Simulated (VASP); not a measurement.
# ZnSe (F-43m) in VASP: single point with HSE06

Aim: the single point of ZnSe with HSE06.

Everything below comes from runs of VASP 6.6.1. Logs are shortened: lines on timing, memory, paths and dates and some standing lists are left out, and cuts for length are marked.

## Step 1: The cell of the first run

It takes space group F-43m (No. 216, cubic). Conventional cell: a = 5.778 Å, b = 5.778 Å, c = 5.778 Å, α = 90.00°, β = 90.00°, γ = 90.00°. Zn (site symmetry -43m) has 4 Se at 2.50 Å within 3.3 Å. Within 3.3 Å of Se (site symmetry -43m) lie 4 Zn at 2.50 Å.

## Step 2: Single point, HSE06 (strain +2.0%)

POSCAR

```
ZnSe
1.0
    0.0000000000      2.8890690981      2.8890690981
    2.8890690981      0.0000000000      2.8890690981
    2.8890690981      2.8890690981      0.0000000000
Zn Se
1 1
Direct
    0.0000000000      0.0000000000      0.0000000000
    0.2500000000      0.2500000000      0.2500000000
```

INCAR.step1

```
ALGO     = Normal         # electronic algorithm
EDIFF    = 1E-5           # SCF threshold, eV
ENCUT    = 520            # plane-wave cutoff, eV
GGA      = PE             # functional
ISIF     = 2              # what is computed and relaxed
ISMEAR   = 0              # smearing method
LASPH    = T              # aspherical terms in the spheres
LCHARG   = F              # write CHGCAR
LREAL    = F              # projectors in reciprocal space
LWAVE    = T              # write WAVECAR
NBANDS   = 16             # bands
NELM     = 80             # most SCF steps
PREC     = Accurate       # precision mode
SIGMA    = 0.01           # smearing width, eV
```

INCAR.step2

```
ALGO     = Normal         # electronic algorithm
EDIFF    = 1E-6           # SCF threshold, eV
ENCUT    = 520            # plane-wave cutoff, eV
GGA      = PE             # functional
HFSCREEN = 0.2079         # screening, 1/A
ISIF     = 2              # what is computed and relaxed
ISMEAR   = 0              # smearing method
ISTART   = 1            
LASPH    = T              # aspherical terms in the spheres
LCHARG   = F              # write CHGCAR
LHFCALC  = T              # exact exchange
LREAL    = F              # projectors in reciprocal space
LWAVE    = F              # write WAVECAR
NBANDS   = 16             # bands
NELM     = 80             # most SCF steps
PREC     = Accurate       # precision mode
PRECFOCK = Normal       
SIGMA    = 0.01           # smearing width, eV
```

KPOINTS

```
k-points
0
Gamma
  6 6 6
```

Potentials or basis: VASP PAW PBE potentials, release 64 (Zn, Se).

Command:

```sh
> cat potpaw_PBE.64/Zn/POTCAR potpaw_PBE.64/Se/POTCAR > POTCAR
> cp INCAR.step1 INCAR
> mpirun -np 1 vasp_std > vasp.out
> cp INCAR.step2 INCAR
> mpirun -np 1 vasp_std > vasp.out
```

OUTCAR:

```text
EDIFF = 1E-6
   ENCUT = 520
   GGA = PE
   HFSCREEN = 0.2079
   ISIF = 2
   ISMEAR = 0
   ISTART = 1
   LASPH = T
   LHFCALC = T
   LREAL = F
   NELM = 80
   PREC = Accurate
   PRECFOCK = Normal

 ion  position               nearest neighbor table
   1  0.000  0.000  0.000-   2 2.50   2 2.50   2 2.50   2 2.50
   2  0.250  0.250  0.250-   1 2.50   1 2.50   1 2.50   1 2.50

  LATTYP: Found a face centered cubic cell.
 ALAT       =     5.7781381962

  Lattice vectors:

 A1 = (   0.0000000000,   2.8890690981,   2.8890690981)
 A2 = (   2.8890690981,   0.0000000000,   2.8890690981)
 A3 = (   2.8890690981,   2.8890690981,   0.0000000000)

Analysis of symmetry for initial positions (statically):
=====================================================================
 Subroutine PRICEL returns:
 Original cell was already a primitive cell.

 Routine SETGRP: Setting up the symmetry group for a
 face centered cubic supercell.

 Subroutine GETGRP returns: Found 24 space group operations
 (whereof 24 operations were pure point group operations)
 out of a pool of 48 trial point group operations.

The static configuration has the point symmetry T_d .

Analysis of symmetry for dynamics (positions and initial velocities):
=====================================================================
 Subroutine PRICEL returns:
 Original cell was already a primitive cell.

 Routine SETGRP: Setting up the symmetry group for a
 face centered cubic supercell.

 Subroutine GETGRP returns: Found 24 space group operations
 (whereof 24 operations were pure point group operations)
 out of a pool of 48 trial point group operations.

The dynamic configuration has the point symmetry T_d .

 Subroutine INISYM returns: Found 24 space group operations
 (whereof 24 operations are pure point group operations),
 and found     1 'primitive' translations

----------------------------------------------------------------------------------------

                                     Primitive cell

  volume of cell :      48.2285

  direct lattice vectors                    reciprocal lattice vectors
     0.000000000  2.889069098  2.889069098    -0.173066127  0.173066127  0.173066127
     2.889069098  0.000000000  2.889069098     0.173066127 -0.173066127  0.173066127
     2.889069098  2.889069098  0.000000000     0.173066127  0.173066127 -0.173066127

  length of vectors
     4.085760701  4.085760701  4.085760701     0.299759325  0.299759325  0.299759325

  position of ions in fractional coordinates (direct lattice)
     0.000000000  0.000000000  0.000000000
     0.250000000  0.250000000  0.250000000

  ion indices of the primitive-cell ions
   primitive index   ion index
                 1           1
                 2           2

----------------------------------------------------------------------------------------

 KPOINTS: k-points

Automatic generation of k-mesh.
 Grid dimensions read from file:
 generate k-points for:    6    6    6

 Generating k-lattice:

  Cartesian coordinates                     Fractional coordinates (reciprocal lattice)
    -0.028844355  0.028844355  0.028844355     0.166666667  0.000000000  0.000000000
     0.028844355 -0.028844355  0.028844355     0.000000000  0.166666667  0.000000000
     0.028844355  0.028844355 -0.028844355     0.000000000  0.000000000  0.166666667

  Length of vectors
     0.049959888  0.049959888  0.049959888

  Shift w.r.t. Gamma in fractional coordinates (k-lattice)
     0.000000000  0.000000000  0.000000000

 Subroutine IBZKPT returns following result:
 ===========================================

 Found     16 irreducible k-points:

 Following reciprocal coordinates:
            Coordinates               Weight
  0.000000  0.000000  0.000000      1.000000
  0.166667  0.000000  0.000000      8.000000
  0.333333  0.000000  0.000000      8.000000
  0.500000  0.000000  0.000000      4.000000
  0.166667  0.166667  0.000000      6.000000
  0.333333  0.166667  0.000000     24.000000
[... 8 lines left out ...]
 -0.333333  0.333333  0.166667     24.000000
 -0.333333  0.500000  0.166667     12.000000
   k-points           NKPTS =     16   k-points in BZ     NKDIM =    216   number of bands    NBANDS=     16
   number of dos      NEDOS =    301   number of ions     NIONS =      2
   total plane-waves  NPLWV =  27000
   dimension x,y,z NGX =    30 NGY =   30 NGZ =   30
   dimension x,y,z NGXF=    60 NGYF=   60 NGZF=   60
   ions per type =               1   1
   NGX,Y,Z   is equivalent  to a cutoff of  12.21, 12.21, 12.21 a.u.
   NGXF,Y,Z  is equivalent  to a cutoff of  24.41, 24.41, 24.41 a.u.
 SYSTEM =  unknown system
   PREC   = accura    normal or accurate (medium, high low for compatibility)
   ISTART =      1    job   : 0-new  1-cont  2-samecut
   ICHARG =      0    charge: 1-file 2-atom 10-const
   ISPIN  =      1    spin polarized calculation?
   LNONCOLLINEAR =      F non collinear calculations
   LSORBIT =      F    spin-orbit coupling
   LASPH  =      T    aspherical Exc in radial PAW
   ENCUT  =  520.0 eV  38.22 Ry    6.18 a.u.   7.60  7.60  7.60*2*pi/ulx,y,z
   NELM   =     80;   NELMIN=  2; NELMDL=  0     # of ELM steps
   EDIFF  = 0.1E-05   stopping-criterion for ELM
   LREAL  =      F    real-space projection
   EDIFFG = 0.1E-04   stopping-criterion for IOM
   NSW    =      0    number of steps for IOM
   IBRION =     -1    ionic relax: 0-MD 1-quasi-New 2-CG
   NFREE  =      0    steps in history (QN), initial steepest desc. (CG)
   ISIF   =      2    stress and relaxation
   ISYM   =      3    0-nonsym 1-usesym 2-fastsym
   POTIM  = 0.5000    time-step for ionic-motion
   TEBEG  =    0.0;   TEEND  =   0.0 temperature during run
   PSTRESS=    0.0 pullay stress
   NELECT =      18.0000    total number of electrons
   NUPDOWN=      -1.0000    fix difference up-down
   EMIN   =  10.00;   EMAX   =-10.00  energy-range for DOS
   EFERMI =   0.00;   METHOD = LEGACY
   ISMEAR =     0;   SIGMA  =   0.01  broadening in eV -4-tet -1-fermi 0-gaus
   EFERMI_NEDOS =   21; number of points for ismear=-14 and -15
   IALGO  =     38    algorithm
   IMIX   =      1    mixing-type and parameters
     AMIX     =   0.40;   BMIX     =  1.00
     AMIX_MAG =   1.60;   BMIX_MAG =  1.00
  volume/ion in A,a.u.               =      24.11       162.73
  Fermi-wavevector in a.u.,A,eV,Ry     =   1.178685  2.227392 18.902550  1.389298
  Thomas-Fermi vector in A             =   2.315009
   LORBIT       =      0    0 simple, 1 ext, 2 COOP (PROOUT), +10 PAW based schemes
   GGA     = PE    functional components
   LHFCALC =     T    Hartree Fock is set to
   PRECFOCK=normal    Normal, Fast or Accurate (Low or Medium for compatibility)
   ENCUT4O =  -1.0   cutoff for four orbital integrals eV
   NKREDX  =     1    reduce k-point grid by
   NKREDY  =     1    reduce k-point grid by
   NKREDZ  =     1    reduce k-point grid by
   AEXX    =    0.2500 exact exchange contribution
   HFSCREEN=    0.2079 screening length (either q_TF or 0.3 A-1)
   HFSCREENC=   0.2079 screening length for correlation (either q_TF or 0.3 A-1)
   ENCUTFOCK=  -1.0 apply spherical cutoff to Coloumb kernel
   IVDW    =     0    specifies the selected vdW correction
   LEPSILON=     F    determine dielectric tensor
   LRPA    =     F    only Hartree local field effects (RPA)
 non-spin polarized calculation
 Gauss-broadening in eV      SIGMA  =   0.01
  energy-cutoff  :      520.00
  volume of cell :       48.23
 maximum number of plane-waves:      1315
  NGX = 24; NGY = 24; NGZ = 24

 number of electron      18.0000005 magnetization

 Free energy of the ion-electron system (eV)
  ---------------------------------------------------
  ext. energy  EPLUGINS =         0.00000000
  ---------------------------------------------------
  free energy    TOTEN  =        -7.41486001 eV

  energy without entropy =       -7.41486001  energy(sigma->0) =       -7.41486001

 E-fermi :   0.5856     XC(G=0):  -7.5310

 val. band max:        0.4946558898   @ k =   0.0000   0.0000   0.0000
 cond. band min:       2.6397599072   @ k =   0.0000   0.0000   0.0000
 fundamental gap:      2.1451040174
 Fermi energy:         0.5855601449

 k-point     1 :       0.0000    0.0000    0.0000
  band No.  band energies     occupation
      1     -13.5090      2.00000
      2      -7.5235      2.00000
      3      -7.5235      2.00000
      4      -7.5235      2.00000
      5      -7.2407      2.00000
      6      -7.2407      2.00000
[... 8 lines left out ...]
     15      13.0451      0.00000
     16      13.0451      0.00000

 k-point     2 :       0.1667    0.0000    0.0000
  band No.  band energies     occupation
      1     -13.3383      2.00000
      2      -7.5027      2.00000
      3      -7.5027      2.00000
      4      -7.4826      2.00000
      5      -7.2420      2.00000
      6      -7.2420      2.00000
[... 8 lines left out ...]
     15      12.0311      0.00000
     16      12.6030      0.00000

 k-point     3 :       0.3333    0.0000    0.0000
  band No.  band energies     occupation
      1     -12.9612      2.00000
      2      -7.4673      2.00000
      3      -7.4673      2.00000
      4      -7.2996      2.00000
      5      -7.2368      2.00000
      6      -7.2368      2.00000
[... 8 lines left out ...]
     15      12.6387      0.00000
     16      12.6387      0.00000

 k-point     4 :       0.5000    0.0000    0.0000
  band No.  band energies     occupation
      1     -12.7506      2.00000
      2      -7.4540      2.00000
      3      -7.4540      2.00000
      4      -7.2291      2.00000
      5      -7.2291      2.00000
      6      -7.0795      2.00000
[... 8 lines left out ...]
     15      14.7343      0.00000
     16      14.7343      0.00000

 k-point     5 :       0.1667    0.1667    0.0000
  band No.  band energies     occupation
      1     -13.2813      2.00000
      2      -7.4972      2.00000
      3      -7.4822      2.00000
      4      -7.4822      2.00000
      5      -7.2535      2.00000
      6      -7.2318      2.00000
[... 8 lines left out ...]
     15      13.4481      0.00000
     16      13.6207      0.00000

 k-point     6 :       0.3333    0.1667    0.0000
  band No.  band energies     occupation
      1     -12.9701      2.00000
      2      -7.4631      2.00000
      3      -7.4414      2.00000
      4      -7.3746      2.00000
      5      -7.2416      2.00000
      6      -7.2247      2.00000
[... 8 lines left out ...]
     15      13.8048      0.00000
     16      14.1192      0.00000
[... 115 lines left out ...]
 k-point    13 :       0.5000    0.5000    0.0000
  band No.  band energies     occupation
      1     -12.4974      2.00000
      2      -7.4033      2.00000
      3      -7.3358      2.00000
      4      -7.3358      2.00000
      5      -7.2048      2.00000
      6      -7.0381      2.00000
[... 8 lines left out ...]
     15      15.5951      0.00000
     16      16.0035      0.00000

 k-point    14 :       0.5000    0.3333    0.1667
  band No.  band energies     occupation
      1     -12.7029      2.00000
      2      -7.4222      2.00000
      3      -7.4137      2.00000
      4      -7.3061      2.00000
      5      -7.2270      2.00000
      6      -7.1328      2.00000
[... 8 lines left out ...]
     15      14.4670      0.00000
     16      15.9050      0.00000

 k-point    15 :      -0.3333    0.3333    0.1667
  band No.  band energies     occupation
      1     -12.5607      2.00000
      2      -7.4154      2.00000
      3      -7.3941      2.00000
      4      -7.2696      2.00000
      5      -7.2393      2.00000
      6      -6.9912      2.00000
[... 8 lines left out ...]
     15      14.5953      0.00000
     16      15.6356      0.00000

 k-point    16 :      -0.3333    0.5000    0.1667
  band No.  band energies     occupation
      1     -12.4945      2.00000
      2      -7.4002      2.00000
      3      -7.3687      2.00000
      4      -7.2963      2.00000
      5      -7.2274      2.00000
      6      -6.9703      2.00000
[... 8 lines left out ...]
     15      15.4034      0.00000
     16      15.6849      0.00000

------------------------ aborting loop because EDIFF is reached ----------------------------------------

  FORCE on cell =-STRESS in cart. coord.  units (eV):
  Direction    XX          YY          ZZ          XY          YZ          ZX
  --------------------------------------------------------------------------------------
  -------------------------------------------------------------------------------------
  Total       -0.6965461     -0.6965461     -0.6965461      0.0000000      0.0000000      0.0000000
  in kB      -23.1396430    -23.1396430    -23.1396430      0.0000000      0.0000000      0.0000000
  external PRESSURE =     -23.1396430 kB  Pullay stress =       0.0000000 kB

 VOLUME and BASIS-vectors are now :
 -----------------------------------------------------------------------------
  energy-cutoff  :      520.00
  volume of cell :       48.23
      direct lattice vectors                 reciprocal lattice vectors
     0.000000000  2.889069098  2.889069098    -0.173066127  0.173066127  0.173066127
     2.889069098  0.000000000  2.889069098     0.173066127 -0.173066127  0.173066127
     2.889069098  2.889069098  0.000000000     0.173066127  0.173066127 -0.173066127

 POSITION                                       TOTAL-FORCE (eV/Angst)
 -----------------------------------------------------------------------------------
      0.00000      0.00000      0.00000         0.000000      0.000000     -0.000000
      1.44453      1.44453      1.44453        -0.000000     -0.000000      0.000000
 -----------------------------------------------------------------------------------
    total drift:                                0.000107      0.000085      0.000066

  FREE ENERGIE OF THE ION-ELECTRON SYSTEM (eV)
  ---------------------------------------------------
  free  energy   TOTEN  =        -7.4148600091 eV

  energy  without entropy=       -7.4148600091  energy(sigma->0) =       -7.41486001
```

It took 38 min on 1 thread of Intel Xeon Platinum 8259CL at 2.50GHz (Skylake/Cascade Lake), shared host; peak memory 0.29 GiB.

Results:

- Free energy: -7.4149 eV
- Pressure: -2.3 GPa
- Band gap on the k mesh: 2.15 eV

Levels at points of the mesh, in eV from the valence-band top:
```csv
k point,band 5,band 6,band 7,band 8,band 9,band 10,band 11,band 12,band 13,band 14
"(0.00, 0.00, 0.00)",-7.74,-7.74,0.00,0.00,0.00,2.15,6.94,6.94,6.94,11.03
"(0.50, 0.00, 0.00)",-7.72,-7.57,-5.15,-0.83,-0.83,3.52,7.49,7.49,9.56,12.01
"(0.50, 0.50, 0.00)",-7.70,-7.53,-4.84,-2.10,-2.10,3.97,4.48,11.70,12.38,12.38
```

Caveat: the cell differs from its parent crystal (strain +2.0%); the PAW data sets were made with another functional, which shifts forces and pressure a little.
